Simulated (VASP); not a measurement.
WC, 2 atoms in the cell. It takes space group Cm (No. 8, monoclinic). Conventional cell: a = 5.044 Å, b = 2.912 Å, c = 2.837 Å, α = 90.00°, β = 91.72°, γ = 90.00°. W (site symmetry m) has 6 C at 2.17 to 2.23 Å and 2 W at 2.84 Å within 2.9 Å. Within 2.9 Å of C (site symmetry m) lie 6 W at 2.17 to 2.23 Å and 2 C at 2.84 Å. 

| Item | Value |
| --- | --- |
| Program | VASP 6.6.1 |
| Task | single point |
| Functional | r2SCAN |
| Potentials or basis | VASP PAW PBE potentials, release 64 (W_sv, C) |
| Cutoff | 520 eV |
| k mesh | 14 × 14 × 12 |
| Occupations | gaussian, width 0.05 eV |
| Spin | no spin polarisation |
| Dipole correction | no |
| Further INCAR settings | ALGO = Normal; EDIFF = 1e-06; NBANDS = 16 |

Potentials or basis: VASP PAW PBE potentials, release 64 (W_sv, C).

Launch:

```bash
$ cat potpaw_PBE.64/W_sv/POTCAR potpaw_PBE.64/C/POTCAR > POTCAR
$ cp INCAR.step1 INCAR
$ mpirun -np 1 vasp_std > vasp.out
$ cp INCAR.step2 INCAR
$ mpirun -np 1 vasp_std > vasp.out
```

Hardware: 1 thread of Intel(R) Xeon(R) Platinum 8559C (Emerald Rapids), on a shared host.

**Question.** Estimate the wall time of this run.

**Answer.** It took 4.1 min on 1 thread of Intel(R) Xeon(R) Platinum 8559C (Emerald Rapids), on a shared host, peak memory 0.31 GiB. Counts: k points 639.
